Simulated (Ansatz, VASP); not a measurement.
TiO2: VASP beside Ansatz

File INCAR:

```
SYSTEM = TiO2
ALGO = Normal ; EDIFF = 1E-6
ENCUT = 520 ; GGA = PE
ISIF = 2 ; ISMEAR = 0
LASPH = .TRUE. ; LCHARG = .TRUE.
LELF = .TRUE. ; LREAL = .FALSE.
LVHAR = .TRUE. ; LWAVE = .FALSE.
NBANDS = 33 ; NELM = 100
PREC = Accurate ; SIGMA = 0.05
```

File KPOINTS:

```
k-points
0
G
  10 10 10
  0 0 0
```

File POSCAR:

```
TiO2
1.0
   -1.8426229311      1.8426229311      4.9939018570
    1.8426229311     -1.8426229311      4.9939018570
    1.8426229311      1.8426229311     -4.9939018570
Ti O
2 4
Direct
    0.0000000000      0.0000000000      0.0000000000
    0.7500000000      0.2500000000      0.5000000000
    0.2065067269      0.2065067269      0.0000000000
    0.9565067269      0.4565067269      0.5000000000
    0.5434932731      0.0434932731      0.5000000000
    0.7934932731      0.7934932731      0.0000000000
```

Input for Ansatz:

```yaml
crystal:
  lattice:
    - [-1.8426229311, 1.8426229311, 4.993901857]
    - [1.8426229311, -1.8426229311, 4.993901857]
    - [1.8426229311, 1.8426229311, -4.993901857]
  atoms:
    - { symbol: Ti, position: [0.0, 0.0, 0.0] }
    - { symbol: Ti, position: [0.75, 0.25, 0.5] }
    - { symbol: O, position: [0.2065067269, 0.2065067269, 0.0] }
    - { symbol: O, position: [0.9565067269, 0.4565067269, 0.5] }
    - { symbol: O, position: [0.5434932731, 0.0434932731, 0.5] }
    - { symbol: O, position: [0.7934932731, 0.7934932731, 0.0] }
basis:
  ecutwfc: 420
kpoints:
  mp_grid: { grid: [10, 10, 10] }
hamiltonian:
  xc: pbe
scf:
  occupations: { method: gaussian, width: 0.05 }
output:
  forces: true
  stress: true
  eigenvalues: true
```

Change from the starting cell: strain -0.030 along x and y, +0.030 along z, atoms carried along.

Alike in both runs: task single point; functional PBE; k mesh 10 × 10 × 10; occupations gaussian, width 0.05 eV; no spin polarisation.

|  | VASP | Ansatz |
| --- | --- | --- |
| version | VASP 6.6.1 | Ansatz 0.2.0 |
| potentials or method | VASP PAW PBE potentials, release 64 (Ti_sv, O), cutoff 520 eV | scalar-relativistic, plane waves, PAW |
| valence electrons in the cell | 48 | 48 |

|  | VASP | Ansatz | Ansatz less VASP |
| --- | --- | --- | --- |
| gap on the k mesh at the Fermi level (eV) | 2.26 | 2.28 | +0.023 |
| least direct gap on the mesh (eV) | 2.64 | 2.66 | +0.020 |
| pressure (GPa) | 8.5 | 7.7 | -0.75 |
| traceless stress, the component that is largest in VASP (GPa) | -8.99 | -8.79 | +0.201 |
| rms of the force components (eV/Å) | 0.251 | 0.251 | +0.0001 |

Atom by atom the forces differ by 0.000 eV/Å (rms over components). With one functional, cell and mesh, what is left measures potentials, basis and numerics.
